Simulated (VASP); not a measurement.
Set up this calculation in VASP 6.6.1, as the native input.

| Property | Result |
| --- | --- |
| Task | single point |
| Functional | PBE |
| Potentials or basis | VASP PAW PBE potentials, release 64 (Si, P) |
| Cutoff | 520 eV |
| k mesh | 4 × 4 × 3 |
| Occupations | gaussian, width 0.2 eV |
| Spin | no spin polarisation |
| Dipole correction | no |
| Further INCAR settings | ALGO = Normal; EDIFF = 1e-07; NBANDS = 24 |

The structure of SiP5 lies in POSCAR:

```
SiP5
1.0
    3.4299341331      0.0000000000     -0.5826601938
    0.0000000000      3.4590925093      0.0000000000
   -2.1158072754      0.0000000000      7.8398792109
Si P
1 5
Direct
    0.0000000000      0.0000000000      0.0000000000
   -0.1521710636      0.5000000000      0.3337846787
    0.3151470910      0.0000000000      0.3275247831
    1.1521710636      0.5000000000      0.6662153213
    0.6848529090      0.0000000000      0.6724752169
    0.5000000000      0.5000000000      0.0000000000
```

One way to write it, as run:

INCAR

```
SYSTEM = SiP5
PREC     = Accurate       ! precision mode
ENCUT    = 520            ! plane-wave cutoff, eV
EDIFF    = 1E-7           ! SCF threshold, eV
ISMEAR   = 0              ! smearing method
SIGMA    = 0.2            ! smearing width, eV
LREAL    = .FALSE.        ! projectors in reciprocal space
LASPH    = .TRUE.         ! aspherical terms in the spheres
NELM     = 100            ! most SCF steps
ALGO     = Normal         ! electronic algorithm
ISIF     = 2              ! what is computed and relaxed
LWAVE    = .FALSE.        ! write WAVECAR
LCHARG   = .TRUE.         ! write CHGCAR
GGA      = PE             ! functional
LELF     = .TRUE.         ! ELF
LVHAR    = .TRUE.       
NBANDS   = 24             ! bands
```

KPOINTS

```
Automatic mesh
0
G
  4 4 3
  0 0 0
```

Potentials or basis: VASP PAW PBE potentials, release 64 (Si, P).

The run is started by

```console
$ cat potpaw_PBE.64/Si/POTCAR potpaw_PBE.64/P/POTCAR > POTCAR
$ mpirun -np 1 vasp_std > vasp.out
```

Results of the run:

- Pressure: -0.2 GPa
- Largest force: 0.080 eV/Å

Caveat: the k points lie up to 0.50 Å⁻¹ apart.

Run time: 20 s on 1 thread of Intel(R) Xeon(R) 6975P-C (Granite Rapids), on a shared host, peak memory 0.2 GiB.
